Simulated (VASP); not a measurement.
# CdS: single point with PBE

Crystal: CdS.

```
Cd S
1.0
    -0.00634    2.96388    2.96752
     5.91167    2.96517   -2.98137
    -5.90885    2.97466   -2.96554
Cd S
4 4
Direct
  0.99910 0.99990 0.99952
  0.49900 0.50037 0.00055
  0.49962 0.99987 0.50000
  0.00089 0.49938 0.50008
  0.49984 0.12548 0.87486
  0.99988 0.62518 0.87507
  0.00036 0.12476 0.37457
  0.50132 0.62507 0.37535
```

```yaml
Program: VASP 6.6.1
Task: single point
Functional: PBE
Potentials_or_basis: VASP PAW PBE potentials, release 64 (Cd, S)
Cutoff: 520 eV
k_mesh: 4 × 2 × 2
Occupations: gaussian, width 0.1 eV
Spin: no spin polarisation
Dipole_correction: no
Further_INCAR_settings: ALGO = Normal; EDIFF = 1e-06; NBANDS = 46
```

| Property | Result |
| --- | --- |
| Pressure | 0.3 GPa |
| Largest force | 0.010 eV/Å |
| Band gap on the k mesh | 1.02 eV |

Forces on the atoms (eV/Å):
```
Cd  -0.009 -0.001 -0.003
Cd  -0.009 -0.003  0.003
Cd  -0.008 -0.004  0.000
Cd  -0.006 -0.004 -0.007
S    0.006  0.004  0.002
S    0.009  0.002  0.003
S    0.008  0.004  0.001
S    0.008  0.002  0.001
```

Stress tensor (GPa, compression positive):
```
0.27 0.05 0.08
0.05 0.29 0.10
0.08 0.10 0.27
```

Levels at points of the mesh, in eV from the valence-band top:
```tsv
k point	band 32	band 33	band 34	band 35	band 36	band 37	band 38	band 39	band 40	band 41
(0.00, 0.00, 0.00)	-0.69	-0.68	-0.02	-0.01	0.00	1.02	2.92	2.93	3.60	4.24
(0.50, 0.00, 0.00)	-2.03	-1.87	-1.87	-0.73	-0.73	4.10	4.10	5.21	5.22	5.44
(0.00, 0.50, 0.00)	-1.25	-0.38	-0.38	-0.36	-0.36	2.66	2.66	4.12	4.13	5.38
(0.50, 0.50, 0.00)	-1.82	-1.25	-1.25	-1.23	-1.23	4.11	4.11	4.14	4.15	5.39
(0.00, 0.00, 0.50)	-1.25	-0.38	-0.38	-0.36	-0.36	2.66	2.66	4.13	4.13	5.39
(0.50, 0.00, 0.50)	-1.83	-1.24	-1.24	-1.23	-1.23	4.12	4.12	4.14	4.15	5.39
(0.00, 0.50, 0.50)	-0.96	-0.95	-0.95	-0.72	-0.72	3.47	3.47	4.11	4.11	4.81
(0.50, 0.50, 0.50)	-1.71	-0.71	-0.71	-0.69	-0.68	2.90	2.92	3.62	3.62	4.27
```

Wall time 71 s on 1 thread of Intel(R) Xeon(R) 6975P-C (Granite Rapids) (shared host), peak memory 0.32 GiB.

Caveat: the k points lie up to 0.46 Å⁻¹ apart.
